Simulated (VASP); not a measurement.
The system is PIr.

```
Ir P
1.0
     0.00000    2.62584    2.62584
     2.62584    0.00000    2.62584
     2.62584    2.62584    0.00000
Ir P
1 1
Direct
  0.00000 0.00000 0.00000
  0.25000 0.25000 0.25000
```

Base run:

```yaml
Program: VASP 6.6.1
Functional: PBEsol
Potentials_or_basis: VASP PAW PBE potentials, release 64 (Ir, P)
Cutoff: 520 eV
k_mesh: 12 × 12 × 12
Occupations: gaussian, width 0.05 eV
Spin: no spin polarisation
```

Its results: band gap on the k mesh zero (band 7 reaches 10.29 eV, above the bottom of band 8 at 6.13 eV); pressure -4.5 GPa.

Q: The run is repeated on the same cell with these changes: functional from PBEsol to LDA; potentials or basis from VASP PAW PBE potentials, release 64 (Ir, P) to VASP PAW LDA potentials, release 64 (Ir, P). What comes out?

A: Band gap on the k mesh zero (band 7 reaches 10.25 eV, above the bottom of band 8 at 6.10 eV); pressure -7.2 GPa.

Caveats: spin-orbit coupling is left out, which moves the levels of the heavy elements; the PAW data sets were made with another functional, which shifts forces and pressure a little (some runs).
